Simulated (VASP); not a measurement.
Ir: single point with PBE

Ir, a slab with vacuum:

```
CELL_PARAMETERS angstrom
2.73803 0.00000 0.00000
-1.36901 2.37120 0.00000
0.00000 0.00000 24.94240
ATOMIC_POSITIONS crystal
Ir 0.83333 0.16667 0.32285
Ir 0.16667 0.83333 0.41060
Ir 0.50000 0.50000 0.50000
Ir 0.83333 0.16667 0.58940
Ir 0.16667 0.83333 0.67715
```

```
Program             : VASP 6.6.1
Task                : single point
Functional          : PBE
Potentials or basis : VASP PAW PBE potentials, release 64 (Ir)
Cutoff              : 520 eV
k mesh              : 15 × 15 × 1
Occupations         : fermi-dirac, width 0.1 eV
Spin                : no spin polarisation
```

* Largest force: 0.030 eV/Å
* Band gap on the k mesh: zero (an odd number of electrons rules out a gap without spin polarisation)

Forces in eV/Å, atoms in the order of the input:
```
Ir   0.000  0.000 -0.030
Ir   0.000  0.000  0.002
Ir   0.000  0.000  0.006
Ir   0.000  0.000  0.000
Ir   0.000  0.000  0.022
```

Levels at points of the mesh, in eV from the Fermi level:
```csv
k point,band 18,band 19,band 20,band 21,band 22,band 23,band 24,band 25,band 26,band 27
"(0.00, 0.00, 0.00)",-2.89,-2.54,-1.16,-1.16,-1.07,-1.07,-0.52,-0.52,-0.39,0.23
```

Wall time 5.5 min on 1 thread of Intel(R) Xeon(R) 6975P-C (Granite Rapids), with other jobs on the host, peak memory 0.31 GiB.

Caveat: spin-orbit coupling is left out, which moves the levels of the heavy elements.
